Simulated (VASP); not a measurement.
# BN (P6_3mc) in VASP: further runs

The runs below take BN through single point, with PBE.

All numbers are computed with VASP 6.6.1; they aren't measurements. Logs are shortened: lines on timing, memory, paths and dates and some standing lists are left out, and cuts for length are marked.

## (1) The cell of the first run

It takes space group P6_3mc (No. 186, hexagonal). The conventional cell has a = 2.593 Å, b = 2.593 Å, c = 4.225 Å, α = 90.00°, β = 90.00°, γ = 120.00°. Within 2.1 Å of B (site symmetry 3m) lie 4 N at 1.58 to 1.59 Å. N (site symmetry 3m) has 4 B at 1.58 to 1.59 Å within 2.1 Å.

## (2) Single point, PBE (strain +0.015 along x and y, +0.000 along z)

INCAR reads:

```
PREC = Accurate ; ENCUT = 520
EDIFF = 1E-6 ; ISMEAR = 0
SIGMA = 0.05 ; LREAL = F
LASPH = T ; NELM = 60
ALGO = Normal ; ISIF = 2
LWAVE = F ; LCHARG = F
GGA = PE ; NBANDS = 16
```

KPOINTS reads:

```
Automatic mesh
0
Gamma
  12 12 6
```

POSCAR reads:

```
BN
1.0
    2.5928987974      0.0000000000      0.0000000000
   -1.2964493987      2.2455162280      0.0000000000
    0.0000000000      0.0000000000      4.2245145352
B N
2 2
Direct
    0.6666666667      0.3333333333      0.9998058547
    0.3333333333      0.6666666667      0.4998058547
    0.6666666667      0.3333333333      0.6251941453
    0.3333333333      0.6666666667      0.1251941453
```

Potentials or basis: VASP PAW PBE potentials, release 64 (B, N).

Command:

```console
> cat potpaw_PBE.64/B/POTCAR potpaw_PBE.64/N/POTCAR > POTCAR
> mpirun -np 1 vasp_std > vasp.out
```

OUTCAR:

```text
PREC = Accurate
   ENCUT = 520
   EDIFF = 1E-6
   ISMEAR = 0
   LREAL = F
   LASPH = T
   NELM = 60
   ISIF = 2
   GGA = PE

 ion  position               nearest neighbor table
   1  0.667  0.333  1.000-   3 1.58   4 1.59   4 1.59   4 1.59
   2  0.333  0.667  0.500-   4 1.58   3 1.59   3 1.59   3 1.59
   3  0.667  0.333  0.625-   1 1.58   2 1.59   2 1.59   2 1.59
   4  0.333  0.667  0.125-   2 1.58   1 1.59   1 1.59   1 1.59

  LATTYP: Found a hexagonal cell.
 ALAT       =     2.5928987974
 C/A-ratio  =     1.6292631781

  Lattice vectors:

 A1 = (   2.5928987974,   0.0000000000,   0.0000000000)
 A2 = (  -1.2964493987,   2.2455162280,   0.0000000000)
 A3 = (   0.0000000000,   0.0000000000,   4.2245145352)

Analysis of symmetry for initial positions (statically):
=====================================================================
 Subroutine PRICEL returns:
 Original cell was already a primitive cell.

 Routine SETGRP: Setting up the symmetry group for a
 hexagonal supercell.

 Subroutine GETGRP returns: Found 12 space group operations
 (whereof  6 operations were pure point group operations)
 out of a pool of 24 trial point group operations.

The static configuration has the point symmetry C_3v.
 The point group associated with its full space group is C_6v.

Analysis of symmetry for dynamics (positions and initial velocities):
=====================================================================
 Subroutine PRICEL returns:
 Original cell was already a primitive cell.

 Routine SETGRP: Setting up the symmetry group for a
 hexagonal supercell.

 Subroutine GETGRP returns: Found 12 space group operations
 (whereof  6 operations were pure point group operations)
 out of a pool of 24 trial point group operations.

The dynamic configuration has the point symmetry C_3v.
 The point group associated with its full space group is C_6v.

 Subroutine INISYM returns: Found 12 space group operations
 (whereof  6 operations are pure point group operations),
 and found     1 'primitive' translations

----------------------------------------------------------------------------------------

                                     Primitive cell

  volume of cell :      24.5968

  direct lattice vectors                    reciprocal lattice vectors
     2.592898797  0.000000000  0.000000000     0.385668735  0.222665948  0.000000000
    -1.296449399  2.245516228  0.000000000     0.000000000  0.445331896  0.000000000
     0.000000000  0.000000000  4.224514535     0.000000000  0.000000000  0.236713590

  length of vectors
     2.592898797  2.592898797  4.224514535     0.445331896  0.445331896  0.236713590

  position of ions in fractional coordinates (direct lattice)
     0.666666667  0.333333333  0.999805855
     0.333333333  0.666666667  0.499805855
     0.666666667  0.333333333  0.625194145
     0.333333333  0.666666667  0.125194145

  ion indices of the primitive-cell ions
   primitive index   ion index
                 1           1
                 2           2
                 3           3
                 4           4

----------------------------------------------------------------------------------------

 KPOINTS: Automatic mesh

Automatic generation of k-mesh.
 Grid dimensions read from file:
 generate k-points for:   12   12    6

 Generating k-lattice:

  Cartesian coordinates                     Fractional coordinates (reciprocal lattice)
     0.032139061  0.018555496  0.000000000     0.083333333  0.000000000  0.000000000
     0.000000000  0.037110991  0.000000000     0.000000000  0.083333333  0.000000000
     0.000000000  0.000000000  0.039452265     0.000000000  0.000000000  0.166666667

  Length of vectors
     0.037110991  0.037110991  0.039452265

  Shift w.r.t. Gamma in fractional coordinates (k-lattice)
     0.000000000  0.000000000  0.000000000

 Subroutine IBZKPT returns following result:
 ===========================================

 Found     76 irreducible k-points:

 Following reciprocal coordinates:
            Coordinates               Weight
  0.000000  0.000000  0.000000      1.000000
  0.083333 -0.000000  0.000000      6.000000
  0.166667 -0.000000  0.000000      6.000000
  0.250000 -0.000000  0.000000      6.000000
  0.333333 -0.000000  0.000000      6.000000
  0.416667 -0.000000  0.000000      6.000000
[... 16 lines left out ...]
  0.250000 -0.000000  0.166667     12.000000
  0.333333 -0.000000  0.166667     12.000000
 [... further k-points ...]
   k-points           NKPTS =     76   k-points in BZ     NKDIM =     76   number of bands    NBANDS=     16
   number of dos      NEDOS =    301   number of ions     NIONS =      4
   total plane-waves  NPLWV =  12800
   dimension x,y,z NGX =    20 NGY =   20 NGZ =   32
   dimension x,y,z NGXF=    40 NGYF=   40 NGZF=   64
   ions per type =               2   2
   NGX,Y,Z   is equivalent  to a cutoff of  12.82, 12.82, 12.59 a.u.
   NGXF,Y,Z  is equivalent  to a cutoff of  25.65, 25.65, 25.19 a.u.
 SYSTEM =  unknown system
   PREC   = accura    normal or accurate (medium, high low for compatibility)
   ISTART =      0    job   : 0-new  1-cont  2-samecut
   ICHARG =      2    charge: 1-file 2-atom 10-const
   ISPIN  =      1    spin polarized calculation?
   LNONCOLLINEAR =      F non collinear calculations
   LSORBIT =      F    spin-orbit coupling
   LASPH  =      T    aspherical Exc in radial PAW
   ENCUT  =  520.0 eV  38.22 Ry    6.18 a.u.   4.82  4.82  7.85*2*pi/ulx,y,z
   NELM   =     60;   NELMIN=  2; NELMDL= -5     # of ELM steps
   EDIFF  = 0.1E-05   stopping-criterion for ELM
   LREAL  =      F    real-space projection
   EDIFFG = 0.1E-04   stopping-criterion for IOM
   NSW    =      0    number of steps for IOM
   IBRION =     -1    ionic relax: 0-MD 1-quasi-New 2-CG
   NFREE  =      0    steps in history (QN), initial steepest desc. (CG)
   ISIF   =      2    stress and relaxation
   ISYM   =      2    0-nonsym 1-usesym 2-fastsym
   POTIM  = 0.5000    time-step for ionic-motion
   TEBEG  =    0.0;   TEEND  =   0.0 temperature during run
   PSTRESS=    0.0 pullay stress
   NELECT =      16.0000    total number of electrons
   NUPDOWN=      -1.0000    fix difference up-down
   EMIN   =  10.00;   EMAX   =-10.00  energy-range for DOS
   EFERMI =   0.00;   METHOD = LEGACY
   ISMEAR =     0;   SIGMA  =   0.05  broadening in eV -4-tet -1-fermi 0-gaus
   EFERMI_NEDOS =   21; number of points for ismear=-14 and -15
   IALGO  =     38    algorithm
   IMIX   =      4    mixing-type and parameters
     AMIX     =   0.40;   BMIX     =  1.00
     AMIX_MAG =   1.60;   BMIX_MAG =  1.00
  volume/ion in A,a.u.               =       6.15        41.50
  Fermi-wavevector in a.u.,A,eV,Ry     =   1.418476  2.680531 27.375928  2.012074
  Thomas-Fermi vector in A             =   2.539597
   LORBIT       =      0    0 simple, 1 ext, 2 COOP (PROOUT), +10 PAW based schemes
   GGA     = PE    functional components
   LHFCALC =     F    Hartree Fock is set to
   AEXX    =    0.0000 exact exchange contribution
   IVDW    =     0    specifies the selected vdW correction
   LEPSILON=     F    determine dielectric tensor
   LRPA    =     F    only Hartree local field effects (RPA)
 non-spin polarized calculation
 Gauss-broadening in eV      SIGMA  =   0.05
  energy-cutoff  :      520.00
  volume of cell :       24.60
 maximum number of plane-waves:       672
 NGX is ok and might be reduce to    20
   NGX =  9   NGY =  9   NGZ = 15

 number of electron      15.9999999 magnetization

 Free energy of the ion-electron system (eV)
  ---------------------------------------------------
  ext. energy  EPLUGINS =         0.00000000
  ---------------------------------------------------
  free energy    TOTEN  =       -34.80074490 eV

  energy without entropy =      -34.80074490  energy(sigma->0) =      -34.80074490

 E-fermi :   7.3398     XC(G=0): -12.6137

 val. band max:        7.0547411592   @ k =   0.0000   0.0000   0.0000
 cond. band min:      12.3546427444   @ k =   0.3333   0.3333   0.0000
 fundamental gap:      5.2999015852
 Fermi energy:         7.3398135263

 k-point     1 :       0.0000    0.0000    0.0000
  band No.  band energies     occupation
      1     -12.8845      2.00000
      2      -8.7873      2.00000
      3      -3.4482      2.00000
      4       4.9065      2.00000
      5       4.9065      2.00000
      6       6.8402      2.00000
[... 8 lines left out ...]
     15      18.6445      0.00000
     16      22.9571      0.00000

 k-point     2 :       0.0833   -0.0000    0.0000
  band No.  band energies     occupation
      1     -12.7399      2.00000
      2      -8.6796      2.00000
      3      -3.3051      2.00000
      4       4.2373      2.00000
      5       4.6394      2.00000
      6       6.4881      2.00000
[... 8 lines left out ...]
     15      19.0611      0.00000
     16      22.7408      0.00000

 k-point     3 :       0.1667   -0.0000    0.0000
  band No.  band energies     occupation
      1     -12.3110      2.00000
      2      -8.3729      2.00000
      3      -2.8813      2.00000
      4       2.6379      2.00000
      5       4.0107      2.00000
      6       5.1260      2.00000
[... 8 lines left out ...]
     15      20.1475      0.00000
     16      22.1082      0.00000

 k-point     4 :       0.2500   -0.0000    0.0000
  band No.  band energies     occupation
      1     -11.6157      2.00000
      2      -7.9316      2.00000
      3      -2.1974      2.00000
      4       0.7586      2.00000
      5       3.3049      2.00000
      6       3.4303      2.00000
[... 8 lines left out ...]
     15      21.5570      0.00000
     16      22.0148      0.00000
[... 324 lines left out ...]
 k-point    22 :       0.1667   -0.0000    0.1667
  band No.  band energies     occupation
      1     -12.1496      2.00000
      2      -8.8882      2.00000
      3      -2.1123      2.00000
      4       2.7869      2.00000
      5       4.1427      2.00000
      6       4.6686      2.00000
[... 8 lines left out ...]
     15      19.8353      0.00000
     16      22.0593      0.00000

 k-point    23 :       0.2500   -0.0000    0.1667
  band No.  band energies     occupation
      1     -11.4596      2.00000
      2      -8.3861      2.00000
      3      -1.5885      2.00000
      4       0.9928      2.00000
      5       2.9789      2.00000
      6       3.4441      2.00000
[... 8 lines left out ...]
     15      21.2287      0.00000
     16      22.1040      0.00000

 k-point    24 :       0.3333   -0.0000    0.1667
  band No.  band energies     occupation
      1     -10.5508      2.00000
      2      -7.8617      2.00000
      3      -1.5079      2.00000
      4      -0.0235      2.00000
      5       1.2866      2.00000
      6       2.8535      2.00000
[... 8 lines left out ...]
     15      22.5583      0.00000
     16      22.8109      0.00000

 [... further k-points ...]

------------------------ aborting loop because EDIFF is reached ----------------------------------------

  FORCE on cell =-STRESS in cart. coord.  units (eV):
  Direction    XX          YY          ZZ          XY          YZ          ZX
  --------------------------------------------------------------------------------------
  -------------------------------------------------------------------------------------
  Total       -2.2329133     -2.2329133     -0.2236983      0.0000000      0.0000000     -0.0000000
  in kB     -145.4466968   -145.4466968    -14.5711783      0.0000000      0.0000000     -0.0000000
  external PRESSURE =    -101.8215240 kB  Pullay stress =       0.0000000 kB

 VOLUME and BASIS-vectors are now :
 -----------------------------------------------------------------------------
  energy-cutoff  :      520.00
  volume of cell :       24.60
      direct lattice vectors                 reciprocal lattice vectors
     2.592898797  0.000000000  0.000000000     0.385668735  0.222665948  0.000000000
    -1.296449399  2.245516228  0.000000000     0.000000000  0.445331896  0.000000000
     0.000000000  0.000000000  4.224514535     0.000000000  0.000000000  0.236713590

 POSITION                                       TOTAL-FORCE (eV/Angst)
 -----------------------------------------------------------------------------------
      1.29645      0.74851      4.22369        -0.000000      0.000000      0.018442
     -0.00000      1.49701      2.11144         0.000000     -0.000000      0.018442
      1.29645      0.74851      2.64114         0.000000      0.000000     -0.018442
     -0.00000      1.49701      0.52888        -0.000000      0.000000     -0.018442
 -----------------------------------------------------------------------------------
    total drift:                                0.000000      0.000000     -0.000026

  FREE ENERGIE OF THE ION-ELECTRON SYSTEM (eV)
  ---------------------------------------------------
  free  energy   TOTEN  =       -34.8007449045 eV

  energy  without entropy=      -34.8007449045  energy(sigma->0) =      -34.80074490
```

It took 22 s on 1 thread of Intel Xeon 6975P-C, shared host; peak memory 0.15 GiB.

Results:

```
Free energy            : -34.8007 eV
Pressure               : -10.2 GPa
Largest force          : 0.018 eV/Å
Band gap on the k mesh : 5.30 eV, indirect (least direct gap 8.00 eV)
```

Forces on the atoms (eV/Å):
```
B    0.000  0.000  0.018
B    0.000  0.000  0.018
N    0.000  0.000 -0.018
N    0.000  0.000 -0.018
```

Caveat: the cell differs from its parent crystal (strain +0.015 along x and y, +0.000 along z).

(Part 1 of 3 ends here.)
